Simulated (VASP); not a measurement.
# Na3In (Fm-3m) in VASP: vibrations by perturbation theory with LDA

Aim: the vibrations by perturbation theory of Na3In with LDA.

Program: VASP 6.6.1. These are calculated values, not measurements. Logs are shortened: lines on timing, memory, paths and dates and some standing lists are left out, and cuts for length are marked.

### Step 1. The cell of the first run

It takes space group Fm-3m (No. 225, cubic). The conventional cell has a = 7.781 Å, b = 7.781 Å, c = 7.781 Å, α = 90.00°, β = 90.00°, γ = 90.00°. Within 4.4 Å of Na (site symmetry -43m) lie 10 Na at 3.37 to 3.89 Å and 4 In at 3.37 Å. Within 4.4 Å of Na (site symmetry m-3m) lie 8 Na at 3.37 Å and 6 In at 3.89 Å. Within 4.4 Å of In (site symmetry m-3m) lie 14 Na at 3.37 to 3.89 Å.

### Step 2. Vibrations by perturbation theory, LDA

INCAR

```
SYSTEM = Na3In
PREC = Accurate ; ENCUT = 520
EDIFF = 1E-8 ; ISMEAR = -1
SIGMA = 0.05 ; LREAL = .FALSE.
LASPH = .TRUE. ; NELM = 80
ALGO = Normal ; ISIF = 2
LWAVE = .FALSE. ; LCHARG = .TRUE.
GGA = CA ; NBANDS = 25
IBRION = 8 ; NSW = 1
```

KPOINTS

```
regular mesh
0
G
  6 6 6
  0 0 0
```

POSCAR

```
Na3In
1.0
    0.0000000000      3.8904590000      3.8904590000
    3.8904590000      0.0000000000      3.8904590000
    3.8904590000      3.8904590000      0.0000000000
Na In
3 1
Direct
    0.2500000000      0.2500000000      0.2500000000
    0.7500000000      0.7500000000      0.7500000000
    0.5000000000      0.5000000000      0.5000000000
    0.0000000000      0.0000000000      0.0000000000
```

Potentials or basis: VASP PAW LDA potentials, release 64 (Na_pv, In_d).

Command:

```console
cat potpaw_LDA.64/Na_pv/POTCAR potpaw_LDA.64/In_d/POTCAR > POTCAR
mpirun -np 1 vasp_std > vasp.out
```

OUTCAR:

```text
SYSTEM = Na3In
   PREC = Accurate
   ENCUT = 520
   EDIFF = 1E-8
   ISMEAR = -1
   LREAL = .FALSE.
   LASPH = .TRUE.
   NELM = 80
   ISIF = 2
   GGA = CA
   IBRION = 8
   NSW = 1

 ion  position               nearest neighbor table
   1  0.250  0.250  0.250-   4 3.37   4 3.37   4 3.37   4 3.37
   2  0.750  0.750  0.750-   4 3.37   4 3.37   4 3.37   4 3.37
   3  0.500  0.500  0.500-
   4  0.000  0.000  0.000-   2 3.37   2 3.37   2 3.37   1 3.37   2 3.37   1 3.37   1 3.37   1 3.37

  LATTYP: Found a face centered cubic cell.
 ALAT       =     7.7809180000

  Lattice vectors:

 A1 = (   0.0000000000,   3.8904590000,   3.8904590000)
 A2 = (   3.8904590000,   0.0000000000,   3.8904590000)
 A3 = (   3.8904590000,   3.8904590000,   0.0000000000)

Analysis of symmetry for initial positions (statically):
=====================================================================
 Subroutine PRICEL returns:
 Original cell was already a primitive cell.

 Routine SETGRP: Setting up the symmetry group for a
 face centered cubic supercell.

 Subroutine GETGRP returns: Found 48 space group operations
 (whereof 48 operations were pure point group operations)
 out of a pool of 48 trial point group operations.

The static configuration has the point symmetry O_h .

Analysis of symmetry for dynamics (positions and initial velocities):
=====================================================================
 Subroutine PRICEL returns:
 Original cell was already a primitive cell.

 Routine SETGRP: Setting up the symmetry group for a
 face centered cubic supercell.

 Subroutine GETGRP returns: Found 48 space group operations
 (whereof 48 operations were pure point group operations)
 out of a pool of 48 trial point group operations.

The dynamic configuration has the point symmetry O_h .

 Subroutine INISYM returns: Found 48 space group operations
 (whereof 48 operations are pure point group operations),
 and found     1 'primitive' translations

----------------------------------------------------------------------------------------

                                     Primitive cell

  volume of cell :     117.7694

  direct lattice vectors                    reciprocal lattice vectors
     0.000000000  3.890459000  3.890459000    -0.128519540  0.128519540  0.128519540
     3.890459000  0.000000000  3.890459000     0.128519540 -0.128519540  0.128519540
     3.890459000  3.890459000  0.000000000     0.128519540  0.128519540 -0.128519540

  length of vectors
     5.501939882  5.501939882  5.501939882     0.222602373  0.222602373  0.222602373

  position of ions in fractional coordinates (direct lattice)
     0.250000000  0.250000000  0.250000000
     0.750000000  0.750000000  0.750000000
     0.500000000  0.500000000  0.500000000
     0.000000000  0.000000000  0.000000000

  ion indices of the primitive-cell ions
   primitive index   ion index
                 1           1
                 2           2
                 3           3
                 4           4
[... 102 lines left out ...]

 number of electron      34.0000025 magnetization

 Free energy of the ion-electron system (eV)
  ---------------------------------------------------
  ext. energy  EPLUGINS =         0.00000000
  ---------------------------------------------------
  free energy    TOTEN  =        -7.79161629 eV

  energy without entropy =       -7.76759416  energy(sigma->0) =       -7.77960523

 E-fermi :   1.8580     XC(G=0):  -8.0540

 val. band max:        1.8322394455   @ k =   0.5000   0.3333   0.0000
 cond. band min:       1.8791845373   @ k =   0.5000   0.3333   0.1667
 fundamental gap:      0.0469450918
 Fermi energy:         1.8579847119

 k-point     1 :       0.0000    0.0000    0.0000
  band No.  band energies     occupation
      1     -22.9336      2.00000
      2     -22.9336      2.00000
      3     -22.9336      2.00000
      4     -22.5501      2.00000
      5     -22.5501      2.00000
      6     -22.5501      2.00000
[... 437 lines left out ...]
     24       8.8965      0.00000
     25       9.8647      0.00000

------------------------ aborting loop because EDIFF is reached ----------------------------------------

  FORCE on cell =-STRESS in cart. coord.  units (eV):
  Direction    XX          YY          ZZ          XY          YZ          ZX
  --------------------------------------------------------------------------------------
  -------------------------------------------------------------------------------------
  Total       -0.9582984     -0.9582984     -0.9582984      0.0000000      0.0000000      0.0000000
  in kB      -13.0370352    -13.0370352    -13.0370352      0.0000000      0.0000000      0.0000000
  external PRESSURE =     -13.0370352 kB  Pullay stress =       0.0000000 kB

 VOLUME and BASIS-vectors are now :
 -----------------------------------------------------------------------------
  energy-cutoff  :      520.00
  volume of cell :      117.77
      direct lattice vectors                 reciprocal lattice vectors
     0.000000000  3.890459000  3.890459000    -0.128519540  0.128519540  0.128519540
     3.890459000  0.000000000  3.890459000     0.128519540 -0.128519540  0.128519540
     3.890459000  3.890459000  0.000000000     0.128519540  0.128519540 -0.128519540

 POSITION                                       TOTAL-FORCE (eV/Angst)
 -----------------------------------------------------------------------------------
      1.94523      1.94523      1.94523         0.000000      0.000000      0.000000
      5.83569      5.83569      5.83569        -0.000000     -0.000000     -0.000000
      3.89046      3.89046      3.89046        -0.000000     -0.000000      0.000000
      0.00000      0.00000      0.00000        -0.000000     -0.000000      0.000000
 -----------------------------------------------------------------------------------
    total drift:                               -0.000000     -0.000000      0.000000

  FREE ENERGIE OF THE ION-ELECTRON SYSTEM (eV)
  ---------------------------------------------------
  free  energy   TOTEN  =        -7.7916162941 eV

  energy  without entropy=       -7.7675941575  energy(sigma->0) =       -7.77960523

[... ionic steps 2 to 12 ...]

--------------------------------------- Ionic step       13  -------------------------------------------

 Free energy of the ion-electron system (eV)
  ---------------------------------------------------
  ---------------------------------------------------
  free energy    TOTEN  =        -0.24263368 eV

  energy without entropy =       -0.24263368

------------------------ aborting loop because EDIFF is reached ----------------------------------------

 INTERNAL STRAIN TENSOR  FOR ION    4  DIRECTION 1   (eV/Angst):
 -----------------------------------------------------------------------------
    -0.01787 -0.00000 -0.00000
    -0.00000  0.00900 -0.00000
     0.00000 -0.00000  0.00900

 INTERNAL STRAIN TENSOR FOR ION    4 for displacements in x,y,z  (eV/Angst):
          X           Y           Z          XY          YZ          ZX
  --------------------------------------------------------------------------------
  x     0.00000     0.00000     0.00000     0.00000     0.00000     0.00000
  y     0.00000     0.00000     0.00000     0.00000     0.00000     0.00000
  z     0.00000     0.00000     0.00000     0.00000     0.00000     0.00000

 SECOND DERIVATIVES (NOT SYMMETRIZED)
 ------------------------------------
               1X          1Y          1Z          2X          2Y          2Z          3X          3Y          3Z          4X          4Y          4Z
  1X    -1.193403    0.000000    0.000000    0.165939    0.000000    0.000000    0.453758    0.000000    0.000000    0.573706    0.000000    0.000000
  1Y     0.000000   -1.193403    0.000000    0.000000    0.165939   -0.000000    0.000000    0.453758    0.000000    0.000000    0.573706    0.000000
  1Z     0.000000    0.000000   -1.193403    0.000000   -0.000000    0.165939    0.000000    0.000000    0.453758    0.000000    0.000000    0.573706
  2X     0.165939    0.000000    0.000000   -1.193403    0.000000    0.000000    0.453758    0.000000    0.000000    0.573706    0.000000    0.000000
  2Y     0.000000    0.165939   -0.000000    0.000000   -1.193403    0.000000    0.000000    0.453758    0.000000    0.000000    0.573706    0.000000
  2Z     0.000000   -0.000000    0.165939    0.000000    0.000000   -1.193403    0.000000    0.000000    0.453758    0.000000    0.000000    0.573706
  3X     0.453404    0.000000    0.000000    0.453404    0.000000    0.000000   -0.887419    0.000000    0.000000   -0.019389    0.000000    0.000000
  3Y     0.000000    0.453404    0.000000    0.000000    0.453404    0.000000    0.000000   -0.887419    0.000000    0.000000   -0.019389    0.000000
  3Z     0.000000    0.000000    0.453404    0.000000    0.000000    0.453404    0.000000    0.000000   -0.887419    0.000000    0.000000   -0.019389
  4X     0.576825    0.000000    0.000000    0.576825    0.000000    0.000000   -0.015781    0.000000    0.000000   -1.137869    0.000000    0.000000
  4Y     0.000000    0.576825    0.000000    0.000000    0.576825    0.000000    0.000000   -0.015781    0.000000    0.000000   -1.137869    0.000000
  4Z     0.000000    0.000000    0.576825    0.000000    0.000000    0.576825    0.000000    0.000000   -0.015781    0.000000    0.000000   -1.137869

 Eigenvectors and eigenvalues of the dynamical matrix
 ----------------------------------------------------

   1 f  =    4.197922 THz    26.376320 2PiTHz  140.027596 cm-1    17.361201 meV
             X         Y         Z           dx          dy          dz
      1.945229  1.945229  1.945229    -0.132148   -0.515566   -0.000000
      5.835688  5.835688  5.835688    -0.132148   -0.515566    0.000000
      3.890459  3.890459  3.890459     0.156126    0.609115    0.000000
      0.000000  0.000000  0.000000     0.048439    0.188982    0.000000
[... 71 lines left out ...]
  12 f/i=    0.005999 THz     0.037692 2PiTHz    0.200099 cm-1     0.024809 meV
             X         Y         Z           dx          dy          dz
      1.945229  1.945229  1.945229     0.158053   -0.317356    0.000000
      5.835688  5.835688  5.835688     0.158053   -0.317356   -0.000000
      3.890459  3.890459  3.890459     0.158450   -0.318154    0.000000
      0.000000  0.000000  0.000000     0.351670   -0.706122    0.000000

--------------------------------------------------------------------------------------------------------

 ELASTIC MODULI CONTR FROM IONIC RELAXATION (kBar)
 Direction    XX          YY          ZZ          XY          YZ          ZX
 --------------------------------------------------------------------------------
 XX          -0.0000      0.0000      0.0000      0.0000     -0.0000     -0.0000
 YY           0.0000     -0.0000     -0.0000     -0.0000     -0.0000      0.0000
 ZZ           0.0000     -0.0000     -0.0000      0.0000      0.0000      0.0000
 XY           0.0000     -0.0000      0.0000     -0.5627     -0.0000      0.0000
 YZ          -0.0000     -0.0000      0.0000     -0.0000     -0.5627     -0.0000
 ZX          -0.0000      0.0000      0.0000      0.0000     -0.0000     -0.5627
 --------------------------------------------------------------------------------
```

It took 7 min on 1 thread of Intel Xeon Platinum 8488C (Sapphire Rapids), shared host; peak memory 0.45 GiB.

What came out:

```
Highest phonon frequency at Γ : 140 cm⁻¹
```

Phonon frequencies in cm⁻¹ (negative: imaginary):
```tsv
q point	frequencies
(0.000, 0.000, 0.000)	0 0 0 76 76 76 127 127 127 140 140 140
```

Caveat: the cell stands under pressure or tension, which shifts response properties; spin-orbit coupling is left out, which moves the levels of the heavy elements.
